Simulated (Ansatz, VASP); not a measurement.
**One calculation of GaN, two programs**

```
Ga N
1.0
     3.18315    0.00000    0.00000
    -1.59157    2.75669    0.00000
     0.00000    0.00000    5.28730
Ga N
2 2
Cartesian
  0.0000 1.8378 0.0027
  1.5916 0.9189 2.6464
  0.0000 1.8378 1.9800
  1.5916 0.9189 4.6237
```

Change from the starting cell: uniaxial_z strain +2.0%.

Alike in both runs: task single point; functional r2SCAN; k mesh 12 × 12 × 6; no spin polarisation.

```csv
,VASP,Ansatz
version,VASP 6.6.1,Ansatz 0.2.0
potentials or method,"VASP PAW PBE potentials, release 64 (Ga_d, N)","plane waves, PAW"
plane-wave cutoff (eV),520,500
occupations,"gaussian, width 0.01 eV",fixed
valence electrons in the cell,36,36
```

Ansatz gave:

```
gap on the k mesh at the Fermi level (eV)                     : 2.13
pressure (GPa)                                                : -3.7
traceless stress, the component that is largest in VASP (GPa) : -4.02
rms of the force components (eV/Å)                            : 0.002
```

**Question.** Estimate VASP's values.

**Answer.** gap on the k mesh at the Fermi level (eV): 2.13; pressure (GPa): -2.7; traceless stress, the component that is largest in VASP (GPa): -4.12; rms of the force components (eV/Å): 0.006.

VASP's potentials were made for PBE, not for r2SCAN. Atom by atom the forces differ by 0.007 eV/Å (rms over components).
